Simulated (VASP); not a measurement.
# Al7Ni8 (a cell with a defect) (vacancy hop of Al) in VASP: notebook

The runs below take Al7Ni8 (a cell with a defect) (vacancy hop of Al) through single point, with PBE.

Everything below comes from runs of VASP 6.6.1. Logs are shortened: lines on timing, memory, paths and dates and some standing lists are left out, and cuts for length are marked.

**1. The cell of the first run**

The cell holds a defect, 15 atoms: a = 5.784 Å, b = 5.784 Å, c = 5.784 Å, α = 90.00°, β = 90.00°, γ = 90.00°.

**2. Single point, PBE**

Input file INCAR:

```
SYSTEM = Al7Ni8
ALGO = Normal ; EDIFF = 1E-7
ENCUT = 520 ; GGA = PE
ISIF = 2 ; ISMEAR = 1
LASPH = .TRUE. ; LCHARG = .TRUE.
LELF = .TRUE. ; LREAL = Auto
LVHAR = .TRUE. ; LWAVE = .FALSE.
NBANDS = 64 ; NELM = 60
PREC = Accurate ; SIGMA = 0.1
```

Input file KPOINTS:

```
k-points
0
G
  3 3 3
  0 0 0
```

Input file POSCAR:

```
Al7Ni8
1.0
    5.7836525300      0.0000000000      0.0000000000
    0.0000000000      5.7836525300      0.0000000000
    0.0000000000      0.0000000000      5.7836525300
Ni Al
8 7
Direct
    0.0017166487      0.0000225331      0.0007649238
    0.0019302926      0.0001913589      0.4985597125
    0.0014095966      0.4983597349      0.0004658510
    0.0016691061      0.4981669917      0.4988574644
    0.4997013940      0.0000759198      0.0008335131
    0.4995026249      0.0002554741      0.4985394011
    0.4999072984      0.4981401917      0.0005717944
    0.4996743542      0.4979719016      0.4987929664
    0.2506713907      0.2491521421      0.7499380076
    0.2507230277      0.7488226611      0.2496469598
    0.2507586544      0.7491657253      0.7497118154
    0.7508095812      0.2491579330      0.2496792541
    0.7507416439      0.2489515773      0.7496654816
    0.7506837671      0.7491030524      0.2498167665
    0.7506522506      0.7492668807      0.7495875953
```

Potentials or basis: VASP PAW PBE potentials, release 64 (Ni, Al).

Started as:

```bash
$ cat potpaw_PBE.64/Ni/POTCAR potpaw_PBE.64/Al/POTCAR > POTCAR
$ mpirun -np 1 vasp_std > vasp.out
```

OUTCAR:

```text
SYSTEM = Al7Ni8
   EDIFF = 1E-7
   ENCUT = 520
   GGA = PE
   ISIF = 2
   ISMEAR = 1
   LASPH = .TRUE.
   LREAL = Auto
   NELM = 60
   PREC = Accurate

 ion  position               nearest neighbor table
   1  0.002  0.000  0.001-   9 2.50  12 2.50  10 2.50  11 2.51  14 2.51  13 2.51  15 2.51   2 2.88
                             5 2.88   3 2.88   3 2.90   5 2.90   2 2.90
   2  0.002  0.000  0.499-  12 2.50  10 2.50   9 2.50  11 2.51  13 2.51  14 2.51  15 2.52   6 2.88
                             1 2.88   4 2.88   4 2.90   1 2.90   6 2.91
   3  0.001  0.498  0.000-  10 2.50   9 2.50  12 2.50  14 2.51  13 2.51  11 2.51  15 2.51   1 2.88
                             4 2.88   7 2.88   7 2.90   4 2.90   1 2.90
   4  0.002  0.498  0.499-  10 2.50  12 2.50   9 2.50  11 2.51  13 2.51  14 2.51  15 2.51   2 2.88
                             8 2.88   3 2.88   3 2.90   8 2.90   2 2.90
   5  0.500  0.000  0.001-   9 2.50  12 2.50  10 2.50  14 2.51  11 2.51  13 2.51  15 2.51   6 2.88
                             1 2.88   7 2.88   7 2.90   1 2.90   6 2.91
   6  0.500  0.000  0.499-  12 2.50  10 2.50   9 2.50  11 2.51  14 2.51  13 2.51  15 2.52   2 2.88
                             5 2.88   8 2.88   8 2.91   5 2.91   2 2.91
   7  0.500  0.498  0.001-   9 2.50  10 2.50  12 2.50  13 2.51  14 2.51  11 2.51  15 2.51   5 2.88
                             8 2.88   3 2.88   3 2.90   8 2.90   5 2.90
   8  0.500  0.498  0.499-  10 2.50   9 2.50  12 2.50  13 2.51  11 2.51  14 2.51  15 2.51   6 2.88
                             4 2.88   7 2.88   7 2.90   4 2.90   6 2.91
   9  0.251  0.249  0.750-   7 2.50   1 2.50   8 2.50   3 2.50   5 2.50   2 2.50   4 2.50   6 2.50
                            13 2.89  11 2.89  11 2.89  13 2.89
  10  0.251  0.749  0.250-   4 2.50   7 2.50   8 2.50   3 2.50   5 2.50   2 2.50   1 2.50   6 2.50
                            11 2.89  14 2.89  14 2.89  11 2.89
  11  0.251  0.749  0.750-   3 2.51   4 2.51   1 2.51   5 2.51   2 2.51   6 2.51   8 2.51   7 2.51
                            15 2.89  10 2.89   9 2.89   9 2.89  10 2.89  15 2.89
  12  0.751  0.249  0.250-   1 2.50   2 2.50   7 2.50   3 2.50   5 2.50   4 2.50   8 2.50   6 2.50
                            14 2.89  13 2.89  13 2.89  14 2.89
  13  0.751  0.249  0.750-   3 2.51   7 2.51   4 2.51   8 2.51   1 2.51   2 2.51   6 2.51   5 2.51
                            15 2.89   9 2.89  12 2.89  12 2.89   9 2.89  15 2.89
  14  0.751  0.749  0.250-   3 2.51   5 2.51   4 2.51   7 2.51   1 2.51   6 2.51   2 2.51   8 2.51
                            15 2.89  12 2.89  10 2.89  10 2.89  12 2.89  15 2.89
  15  0.751  0.749  0.750-   3 2.51   4 2.51   7 2.51   1 2.51   5 2.51   8 2.51   6 2.52   2 2.52
                            13 2.89  14 2.89  11 2.89  11 2.89  14 2.89  13 2.89

  LATTYP: Found a simple cubic cell.
 ALAT       =     5.7836525300

  Lattice vectors:

 A1 = (   5.7836525300,   0.0000000000,   0.0000000000)
 A2 = (   0.0000000000,   5.7836525300,   0.0000000000)
 A3 = (   0.0000000000,   0.0000000000,   5.7836525300)

Analysis of symmetry for initial positions (statically):
=====================================================================
 Subroutine PRICEL returns:
 Original cell was already a primitive cell.

[... 165 lines left out ...]
   LEPSILON=     F    determine dielectric tensor
   LRPA    =     F    only Hartree local field effects (RPA)
 non-spin polarized calculation
 Methfessel and Paxton  Order N= 1 SIGMA  =   0.10
  energy-cutoff  :      520.00
  volume of cell :      193.47
 maximum number of plane-waves:      5213
 NGX is ok and might be reduce to    48
   NGX = 21   NGY = 21   NGZ = 21

 number of electron     101.0000080 magnetization

 Free energy of the ion-electron system (eV)
  ---------------------------------------------------
  ext. energy  EPLUGINS =         0.00000000
  ---------------------------------------------------
  free energy    TOTEN  =       -77.93770102 eV

  energy without entropy =      -77.90723756  energy(sigma->0) =      -77.92754653

 E-fermi :   8.9252     XC(G=0): -11.6622

 val. band max:        8.9092599980   @ k =  -0.3333   0.3333   0.0000
 cond. band min:       8.9458146693   @ k =   0.3333   0.3333   0.0000
 fundamental gap:      0.0365546713
 Fermi energy:         8.9252177531

 k-point     1 :       0.0000    0.0000    0.0000
  band No.  band energies     occupation
      1      -1.7790      2.00000
      2       2.1104      2.00000
      3       2.1104      2.00000
      4       2.5163      2.00000
      5       2.5163      2.00000
      6       2.5164      2.00000
[... 899 lines left out ...]
     61      12.3239      0.00000
     62      13.3138      0.00000
 [bands above 62 left out]

------------------------ aborting loop because EDIFF is reached ----------------------------------------

  FORCE on cell =-STRESS in cart. coord.  units (eV):
  Direction    XX          YY          ZZ          XY          YZ          ZX
  --------------------------------------------------------------------------------------
  -------------------------------------------------------------------------------------
  Total       -4.9253185     -4.9254131     -4.9161739      0.0033963     -0.0036221      0.0030839
  in kB      -40.7885548    -40.7893385    -40.7128246      0.0281258     -0.0299960      0.0255390
  external PRESSURE =     -40.7635727 kB  Pullay stress =       0.0000000 kB

 VOLUME and BASIS-vectors are now :
 -----------------------------------------------------------------------------
  energy-cutoff  :      520.00
  volume of cell :      193.47
      direct lattice vectors                 reciprocal lattice vectors
     5.783652530  0.000000000  0.000000000     0.172901120  0.000000000  0.000000000
     0.000000000  5.783652530  0.000000000     0.000000000  0.172901120  0.000000000
     0.000000000  0.000000000  5.783652530     0.000000000  0.000000000  0.172901120

 POSITION                                       TOTAL-FORCE (eV/Angst)
 -----------------------------------------------------------------------------------
      0.00993      0.00013      0.00442        -0.007541     -0.005739     -0.007089
      0.01116      0.00111      2.88350        -0.010109     -0.007489      0.008957
      0.00815      2.88234      0.00269        -0.002740      0.003345     -0.003130
      0.00965      2.88122      2.88522        -0.006657      0.005938      0.004813
      2.89010      0.00044      0.00482         0.006595     -0.005379     -0.008196
      2.88895      0.00148      2.88338         0.008902     -0.007827      0.008685
      2.89129      2.88107      0.00331         0.004331      0.007658     -0.004957
      2.88994      2.88010      2.88485         0.007554      0.009564      0.005507
      1.44980      1.44101      4.33738         0.000974     -0.001382     -0.002552
      1.45009      4.33093      1.44387        -0.000209      0.001482      0.000411
      1.45030      4.33291      4.33607         0.000120     -0.001341     -0.000742
      4.34242      1.44104      1.44406        -0.000307     -0.000270      0.000623
      4.34203      1.43985      4.33580        -0.000746      0.001497      0.000047
      4.34169      4.33255      1.44485         0.000046      0.000265     -0.001574
      4.34151      4.33350      4.33535        -0.000214     -0.000322     -0.000804
 -----------------------------------------------------------------------------------
    total drift:                                0.002362     -0.003927      0.000228

  FREE ENERGIE OF THE ION-ELECTRON SYSTEM (eV)
  ---------------------------------------------------
  free  energy   TOTEN  =       -77.9377010154 eV

  energy  without entropy=      -77.9072375623  energy(sigma->0) =      -77.92754653
```

stdout:

```text
POSCAR found type information on POSCAR NiAl
 POSCAR found :  2 types and      15 ions
 scaLAPACK will be used
 LDA part: xc-table for (Slater+PW92), standard interpolation
 POSCAR, INCAR and KPOINTS ok, starting setup
 FFT: planning ... GRIDC
 FFT: planning ... GRID_SOFT
 FFT: planning ... GRID
 WAVECAR not read
 entering main loop
```

It took 5.3 min on 1 thread of AMD EPYC 9R45 (Zen 5), shared host; peak memory 0.35 GiB.

What came out:

* Free energy: -77.9377 eV
* Pressure: -4.1 GPa
* Largest force: 0.015 eV/Å

Forces in eV/Å, atoms in the order of the input:
```
Ni  -0.008 -0.006 -0.007
Ni  -0.010 -0.007  0.009
Ni  -0.003  0.003 -0.003
Ni  -0.007  0.006  0.005
Ni   0.007 -0.005 -0.008
Ni   0.009 -0.008  0.009
Ni   0.004  0.008 -0.005
Ni   0.008  0.010  0.006
Al   0.001 -0.001 -0.003
Al   0.000  0.001  0.000
Al   0.000 -0.001 -0.001
Al   0.000  0.000  0.001
Al  -0.001  0.001  0.000
Al   0.000  0.000 -0.002
Al   0.000  0.000 -0.001
```

Caveat: the k points lie up to 0.36 Å⁻¹ apart. Spin polarisation is off, so any magnetic state and its effect on volume and gap are missing.

**3. Single point, PBE**

Input file INCAR:

```
SYSTEM = Al7Ni8
  PREC = Accurate
  ENCUT = 520
  EDIFF = 1E-6
  ISMEAR = 1
  SIGMA = 0.1
  LREAL = Auto
  LASPH = .True.
  NELM = 100
  ALGO = Normal
  ISIF = 2
  LWAVE = .False.
  LCHARG = .False.
  GGA = PE
  NBANDS = 64
```

Input file KPOINTS:

```
Automatic mesh
0
Gamma
  3 3 3
  0 0 0
```

Input file POSCAR:

```
Al7Ni8
1.0
    5.7836525300      0.0000000000      0.0000000000
    0.0000000000      5.7836525300      0.0000000000
    0.0000000000      0.0000000000      5.7836525300
Ni Al
8 7
Direct
    0.0011513101      0.0005894866     -0.0010623461
    0.0011236400      0.0005941523      0.5006065345
    0.0011276960      0.4986195940     -0.0012595445
    0.0011372596      0.4987286536      0.5006696451
    0.4992303164      0.0008711736     -0.0013982457
    0.4993404820      0.0007076677      0.5007513854
    0.4993886651      0.4986292922     -0.0012493974
    0.4994172810      0.4986928208      0.5006637557
    0.2502390840      0.2496522077      0.2497948759
    0.2503522954      0.7496073673      0.2497042676
    0.2502682804      0.7495830359      0.7497112380
    0.7502369736      0.2496572032      0.2498127344
    0.7503450842      0.2496603445      0.7496532538
    0.7501798357      0.7496893531      0.2496887937
    0.7502979469      0.7497713769      0.7497334384
```

Potentials or basis: VASP PAW PBE potentials, release 64 (Ni, Al).

Started as:

```bash
$ cat potpaw_PBE.64/Ni/POTCAR potpaw_PBE.64/Al/POTCAR > POTCAR
$ mpirun -np 1 vasp_std > vasp.out
```

It took 4.3 min on 1 thread of AMD EPYC 9R45 (Zen 5), shared host; peak memory 0.35 GiB.

The run converged. Its results:

```
Free energy   : -77.9377 eV
Pressure      : -4.2 GPa
Largest force : 0.016 eV/Å
```

Forces in eV/Å, atoms in the order of the input:
```
Ni  -0.002 -0.006  0.002
Ni  -0.001 -0.008 -0.005
Ni  -0.002  0.009  0.007
Ni  -0.003  0.008 -0.006
Ni   0.005 -0.012  0.009
Ni   0.002 -0.009 -0.007
Ni   0.003  0.007  0.005
Ni   0.002  0.008 -0.005
Al   0.000  0.002 -0.001
Al  -0.003  0.002 -0.001
Al  -0.001  0.003  0.002
Al   0.000  0.000 -0.005
Al   0.000  0.001  0.004
Al   0.001  0.000 -0.001
Al  -0.002 -0.003  0.001
```

Levels at points of the mesh, in eV from the Fermi level:
| k point | band 47 | band 48 | band 49 | band 50 | band 51 | band 52 | band 53 | band 54 | band 55 | band 56 |
| --- | --- | --- | --- | --- | --- | --- | --- | --- | --- | --- |
| (0.00, 0.00, 0.00) | -0.99 | -0.99 | -0.96 | -0.96 | -0.51 | -0.51 | -0.51 | 1.56 | 1.56 | 1.56 |

Caveat: the k points lie up to 0.36 Å⁻¹ apart. Spin polarisation is off, so any magnetic state and its effect on volume and gap are missing.

**4. Single point, PBE**

Input file INCAR:

```
  ALGO = Normal
  EDIFF = 1E-7
  ENCUT = 520
  GGA = PE
  ISIF = 2
  ISMEAR = 1
  LASPH = T
  LCHARG = T
  LELF = T
  LREAL = Auto
  LVHAR = T
  LWAVE = F
  NBANDS = 64
  NELM = 100
  PREC = Accurate
  SIGMA = 0.1
```

Input file KPOINTS:

```
k-points
0
Gamma
  3 3 3
```

Input file POSCAR:

```
Al7Ni8
1.0
    5.7836525300      0.0000000000      0.0000000000
    0.0000000000      5.7836525300      0.0000000000
    0.0000000000      0.0000000000      5.7836525300
Ni Al
8 7
Direct
    0.0017167352      0.0000224771      0.0007649146
    0.0019302681      0.0001914015      0.4985596879
    0.0014096628      0.4983598142      0.0004657956
    0.0016691874      0.4981670294      0.4988574236
    0.4997013539      0.0000759036      0.0008335563
    0.4995026906      0.0002555479      0.4985394584
    0.4999072792      0.4981402297      0.0005717840
    0.4996743814      0.4979718240      0.4987929315
    0.2506713521      0.2491520700      0.7499380327
    0.2507230496      0.7488226475      0.2496469130
    0.2507586672      0.7491656834      0.7497118780
    0.7508096272      0.2491579486      0.2496792455
    0.7507416771      0.2489515047      0.7496655405
    0.7506837552      0.7491030932      0.2498167019
    0.7506522872      0.7492668305      0.7495875621
```

Started as:

```bash
$ cat potpaw_PBE.64/Ni/POTCAR potpaw_PBE.64/Al/POTCAR > POTCAR
$ mpirun -np 1 vasp_std > vasp.out
```

Run time: 5 min. Hardware: 1 thread of AMD EPYC 9R45 (Zen 5), shared host; peak memory 0.34 GiB.

The run converged. Its results:

```yaml
Free_energy: -77.9377 eV
Pressure: -4.1 GPa
Largest_force: 0.015 eV/Å
```

Forces on the atoms (eV/Å):
```
Ni  -0.008 -0.006 -0.007
Ni  -0.010 -0.007  0.009
Ni  -0.003  0.003 -0.003
Ni  -0.007  0.006  0.005
Ni   0.007 -0.005 -0.008
Ni   0.009 -0.008  0.009
Ni   0.004  0.008 -0.005
Ni   0.008  0.010  0.006
Al   0.001 -0.001 -0.003
Al   0.000  0.001  0.000
Al   0.000 -0.001 -0.001
Al   0.000  0.000  0.001
Al  -0.001  0.002  0.000
Al   0.000  0.000 -0.002
Al   0.000  0.000 -0.001
```

Levels at points of the mesh, in eV from the Fermi level:
| k point | band 49 | band 50 | band 51 | band 52 | band 53 | band 54 |
| --- | --- | --- | --- | --- | --- | --- |
| (0.00, 0.00, 0.00) | -0.96 | -0.96 | -0.51 | -0.51 | -0.51 | 1.56 |

Caveat: the k points lie up to 0.36 Å⁻¹ apart. Spin polarisation is off, so any magnetic state and its effect on volume and gap are missing.
